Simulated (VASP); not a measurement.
Wanted: the native input for a VASP 6.6.1 run.

- Task: single point
- Functional: PBEsol
- Potentials or basis: VASP PAW PBE potentials, release 64 (In_d, P)
- Cutoff: 520 eV
- k mesh: 10 × 10 × 10
- Occupations: gaussian, width 0.02 eV
- Spin: no spin polarisation
- Dipole correction: no
- Further INCAR settings: ALGO = Normal; EDIFF = 1e-07; NBANDS = 16

The structure of InP (ae) lies in POSCAR:

```
InP
1.0
    0.0000000000      2.9395031541      2.9395031541
    2.9395031541      0.0000000000      2.9395031541
    2.9395031541      2.9395031541      0.0000000000
In P
1 1
Direct
    0.0000000000      0.0000000000      0.0000000000
    0.7500000000      0.7500000000      0.7500000000
```

These files were run (other wordings do the same):

INCAR

```
SYSTEM = InP
ALGO     = Normal         ! electronic algorithm
EDIFF    = 1E-7           ! SCF threshold, eV
ENCUT    = 520            ! plane-wave cutoff, eV
GGA      = PS             ! functional
ISIF     = 2              ! what is computed and relaxed
ISMEAR   = 0              ! smearing method
LASPH    = .TRUE.         ! aspherical terms in the spheres
LCHARG   = .FALSE.        ! write CHGCAR
LREAL    = .FALSE.        ! projectors in reciprocal space
LWAVE    = .FALSE.        ! write WAVECAR
NBANDS   = 16             ! bands
NELM     = 100            ! most SCF steps
PREC     = Accurate       ! precision mode
SIGMA    = 0.02           ! smearing width, eV
```

KPOINTS

```
k-points
0
G
  10 10 10
  0 0 0
```

Potentials or basis: VASP PAW PBE potentials, release 64 (In_d, P).

The run is started by

```console
$ cat potpaw_PBE.64/In_d/POTCAR potpaw_PBE.64/P/POTCAR > POTCAR
$ mpirun -np 1 vasp_std > vasp.out
```

It gave:

```json
{
 "Pressure": "0.0 GPa",
 "Band gap on the k mesh": "0.57 eV, direct"
}
```

Caveat: the PAW data sets were made with another functional, which shifts forces and pressure a little; spin-orbit coupling is left out, which moves the levels of the heavy elements.

Run time: 24 s on 1 thread of Intel(R) Xeon(R) Platinum 8259CL CPU @ 2.50GHz (Skylake/Cascade Lake), on a shared host, peak memory 0.19 GiB.
